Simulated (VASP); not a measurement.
Here is a VASP 6.6.1 calculation.

File INCAR:

```
PREC     = Accurate       # precision mode
ENCUT    = 520            # plane-wave cutoff, eV
EDIFF    = 1E-7           # SCF threshold, eV
ISMEAR   = 1              # smearing method
SIGMA    = 0.3            # smearing width, eV
LREAL    = False          # projectors in reciprocal space
LASPH    = True           # aspherical terms in the spheres
NELM     = 80             # most SCF steps
ALGO     = Normal         # electronic algorithm
ISIF     = 2              # what is computed and relaxed
LWAVE    = False          # write WAVECAR
LCHARG   = False          # write CHGCAR
GGA      = CA             # functional
NBANDS   = 9              # bands
```

Contents of KPOINTS:

```
Automatic mesh
0
Gamma
  16 16 9
```

File POSCAR:

```
Be
1.0
    2.2295160349      0.0000000000      0.0000000000
   -1.1147580175      1.9308175243      0.0000000000
    0.0000000000      0.0000000000      3.5083258361
Be
2
Direct
    0.3333333333      0.6666666667      0.2500000000
    0.6666666667      0.3333333333      0.7500000000
```

Potentials or basis: VASP PAW LDA potentials, release 64 (Be).

Command:

```sh
$ cat potpaw_LDA.64/Be/POTCAR > POTCAR
$ mpirun -np 1 vasp_std > vasp.out
```

(1) Predict the pressure.

(2) Estimate the band gap on the k mesh.

Results:

(1) 0.4 GPa.

(2) zero (band 2 reaches 8.05 eV, above the bottom of band 3 at 6.47 eV).
